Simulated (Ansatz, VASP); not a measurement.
## One calculation of TaS2, two programs

```
Ta S
1.0
     3.37219    0.00000    0.00000
    -1.68609    2.92040    0.00000
     0.00000    0.00000    5.89881
Ta S
1 2
Direct
  0.00000 0.00000 0.00000
  0.33333 0.66667 0.25000
  0.66667 0.33333 0.75000
```

Change from the starting cell: volume scaled by 1.02, crystal datasets.

Alike in both runs: task electric field gradients; functional LDA; k mesh 9 × 9 × 5; occupations fermi-dirac, width 0.03 eV; no spin polarisation.

|  | VASP | Ansatz |
| --- | --- | --- |
| version | VASP 6.6.1 | Ansatz 0.2.0 |
| potentials or method | VASP PAW LDA potentials, release 64 (Ta_pv, S), cutoff 400 eV | all-electron PAW with datasets made for the crystal, scalar-relativistic |

|  | VASP | Ansatz | Ansatz less VASP |
| --- | --- | --- | --- |
| pressure (GPa) | -1.0 | -1.3 | -0.30 |
| traceless stress, the component that is largest in VASP (GPa) | 3.37 | 3.33 | -0.038 |
| rms of the force components (eV/Å) | 0.237 | 0.213 | -0.0237 |
| size of Vzz on the site where it differs most (V/Å²) | 143.0 | 174.2 | +31.26 |

LDA's correlation is that of Perdew and Zunger in VASP and of Perdew and Wang (1992) in Ansatz. Atom by atom the forces differ by 0.024 eV/Å (rms over components). Ansatz ran all-electron here, and VASP with PAW potentials.

Spin-orbit coupling is off throughout.
